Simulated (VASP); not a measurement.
Write the native input for VASP 6.6.1 that does the following.

- Task: single point
- Functional: PBE
- Potentials or basis: VASP PAW PBE potentials, release 64 (Sn_d)
- Cutoff: 520 eV
- k mesh: 6 × 6 × 4
- Occupations: fermi-dirac, width 0.02 eV
- Spin: no spin polarisation
- Dipole correction: no
- Further INCAR settings: ALGO = Normal; EDIFF = 1e-06; NBANDS = 36

The structure of Sn lies in POSCAR:

```
Sn
1.0
    4.6614851832      0.0000000000      0.0000000000
   -2.3307425916      4.0369645880      0.0000000000
    0.0000000000      0.0000000000      7.5968090641
Sn
4
Direct
    0.3333333333      0.6666666667     -0.0008172485
    0.6666666667      0.3333333333      0.4991827515
    0.3333333333      0.6666666667      0.3758172485
    0.6666666667      0.3333333333      0.8758172485
```

This cell differs from its parent crystal: volume changed by -3%.

These files were run (other wordings do the same):

INCAR

```
SYSTEM = Sn
PREC = Accurate
ENCUT = 520
EDIFF = 1E-6
ISMEAR = -1
SIGMA = 0.02
LREAL = .False.
LASPH = .True.
NELM = 100
ALGO = Normal
ISIF = 2
LWAVE = .False.
LCHARG = .False.
GGA = PE
NBANDS = 36
```

KPOINTS

```
Automatic mesh
0
Gamma
  6 6 4
  0 0 0
```

Potentials or basis: VASP PAW PBE potentials, release 64 (Sn_d).

Run with:

```sh
$ cat potpaw_PBE.64/Sn_d/POTCAR > POTCAR
$ mpirun -np 1 vasp_std > vasp.out
```

Results of the run:

| Property | Result |
| --- | --- |
| Pressure | 1.1 GPa |
| Band gap on the k mesh | zero (band 28 reaches 5.24 eV, above the bottom of band 29 at 5.06 eV) |

Caveat: spin-orbit coupling is left out, which moves the levels of the heavy elements.

Wall time 70 s on 1 thread of Intel(R) Xeon(R) Platinum 8488C (Sapphire Rapids), with other jobs on the host, peak memory 0.29 GiB.
